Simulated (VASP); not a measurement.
A run of VASP 6.6.1 is set up as follows.

Contents of INCAR:

```
SYSTEM = Yb3Be2
  ALGO = Normal
  EDIFF = 1E-6
  ENCUT = 520
  GGA = PE
  ISIF = 2
  ISMEAR = 0
  LASPH = .TRUE.
  LCHARG = .FALSE.
  LREAL = .FALSE.
  LWAVE = .FALSE.
  NBANDS = 46
  NELM = 100
  PREC = Accurate
  SIGMA = 0.1
```

File KPOINTS:

```
k-points
0
G
  4 4 4
  0 0 0
```

The input POSCAR:

```
Yb3Be2
1.0
    4.7133356100      0.0000000000      0.0000000000
    0.0000000000      4.7133356100      0.0000000000
    0.0000000000      0.0000000000      4.7133356100
Yb Be
3 2
Direct
    0.0000000000      0.5000000000      0.5000000000
    0.5000000000      0.0000000000      0.5000000000
    0.5000000000      0.5000000000      0.0000000000
    0.0000000000      0.0000000000      0.0000000000
    0.5000000000      0.5000000000      0.5000000000
```

Potentials or basis: VASP PAW PBE potentials, release 64 (Yb, Be).

The run is started by

```console
$ cat potpaw_PBE.64/Yb/POTCAR potpaw_PBE.64/Be/POTCAR > POTCAR
$ mpirun -np 1 vasp_std > vasp.out
```

(1) Predict the band gap on the k mesh.

(2) Estimate the pressure.

## Answers

(1) zero (band 38 reaches 2.80 eV, above the bottom of band 39 at 2.46 eV).

(2) 12.7 GPa.

Caveat: spin-orbit coupling is left out, which moves the levels of the heavy elements; without U or exact exchange the open f shell lies at the Fermi level, which spoils levels, moments and volumes.
